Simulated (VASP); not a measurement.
Runs of VASP 6.6.1 on Si. The structure is that of space group Fd-3m (No. 227), or close to it. The cells are those of the table. 

| task | cell | k mesh | cutoff (eV) | smearing | gap on the mesh (eV) | pressure (GPa) |
| --- | --- | --- | --- | --- | --- | --- |
| single point | a = 3.888, b = 3.888, c = 3.855 Å, angles 59.7, 59.7, 90.0°, 2 atoms | 8 × 8 × 8 | 520 | gaussian 0.01 eV | 0.65 | -1.4 |
| relaxation of cell and atoms | relaxed from a = 3.838 Å, angles 60.0, 60.0, 90.0°, 2 atoms | 12 × 12 × 12 | 600 | fermi-dirac 0.1 eV | 0.78 | 0.0 |
| single point | a = 3.927, b = 3.927, c = 3.865 Å, angles 59.5, 59.5, 90.0°, 2 atoms | 8 × 8 × 8 | 520 | gaussian 0.01 eV | 0.51 | (c) |
| single point | a = 3.888, b = 3.888, c = 3.857 Å, angles 59.7, 59.7, 90.0°, 2 atoms | 8 × 8 × 8 | 520 | gaussian 0.01 eV | (b) | -1.5 |
| single point | a = 3.850 Å, angles 60.0, 60.0, 90.0°, 2 atoms | 12 × 12 × 12 | 520 | fermi-dirac 0.1 eV | 0.79 | (a) |

Alike in all rows: level r2SCAN; potentials or basis VASP PAW PBE potentials, release 64 (Si); no spin polarisation.

**Question.** Fill in the values left out.

**Answer.** (a) -0.2; (b) 0.67; (c) -2.8.

Caveats: the PAW data sets were made with another functional, which shifts forces and pressure a little.

A k mesh can miss the band edges.
